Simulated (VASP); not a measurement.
Write the native input for VASP 6.6.1 that does the following.

```
Task                   : single point
Functional             : PBEsol
Potentials or basis    : VASP PAW PBE potentials, release 64 (Mn_pv, O)
Cutoff                 : 520 eV
k mesh                 : 9 × 9 × 5
Occupations            : fermi-dirac, width 0.05 eV
Spin                   : collinear spin, ferromagnetic start
Starting moments       : [4.0, 0.0, 0.0] μB
Dipole correction      : no
Further INCAR settings : ALGO = Normal; EDIFF = 1e-06; NBANDS = 24
```

The structure of MnO2 lies in POSCAR:

```
MnO2
1.0
    2.8565781804      0.0000000000      0.0000000000
   -1.4282890902      2.4738692722      0.0000000000
    0.0000000000      0.0000000000      4.6013740589
Mn O
1 2
Direct
    0.0000000000      0.0000000000      0.5000000000
    0.3333333333      0.6666666667      0.7044671758
    0.6666666667      0.3333333333      0.2955328242
```

One way to write it, as run:

INCAR

```
PREC     = Accurate       # precision mode
ENCUT    = 520            # plane-wave cutoff, eV
EDIFF    = 1E-6           # SCF threshold, eV
ISMEAR   = -1             # smearing method
SIGMA    = 0.05           # smearing width, eV
LREAL    = F              # projectors in reciprocal space
LASPH    = T              # aspherical terms in the spheres
NELM     = 150            # most SCF steps
ALGO     = Normal         # electronic algorithm
ISIF     = 2              # what is computed and relaxed
LWAVE    = F              # write WAVECAR
LCHARG   = F              # write CHGCAR
ISPIN    = 2              # spin polarisation
MAGMOM   = 4 0 0          # initial moments
LORBIT   = 11             # projections on sites
LMAXMIX  = 4              # l up to which the mixer works
GGA      = PS             # functional
NBANDS   = 24             # bands
```

KPOINTS

```
Automatic mesh
0
Gamma
  9 9 5
```

Potentials or basis: VASP PAW PBE potentials, release 64 (Mn_pv, O).

Command:

```sh
$ cat potpaw_PBE.64/Mn_pv/POTCAR potpaw_PBE.64/O/POTCAR > POTCAR
$ mpirun -np 1 vasp_std > vasp.out
```

It gave:

```json
{
 "Pressure": "-0.1 GPa",
 "Largest force": "0.083 eV/Å",
 "Band gap on the k mesh": "0.68 eV, indirect (least direct gap 0.74 eV)",
 "Net moment": "3.00 μB per cell",
 "Site moments": "Mn +2.83; O +0.04 μB",
 "Valence electrons inside the program's atomic spheres": "Mn 11.79; O 4.98"
}
```

Caveat: the PAW data sets were made with another functional, which shifts forces and pressure a little; a cell with one magnetic atom can't hold antiferromagnetic order, which such compounds often take.

Wall time 98 s on 1 thread of Intel(R) Xeon(R) Platinum 8259CL CPU @ 2.50GHz (Skylake/Cascade Lake), on a shared host, peak memory 0.2 GiB.
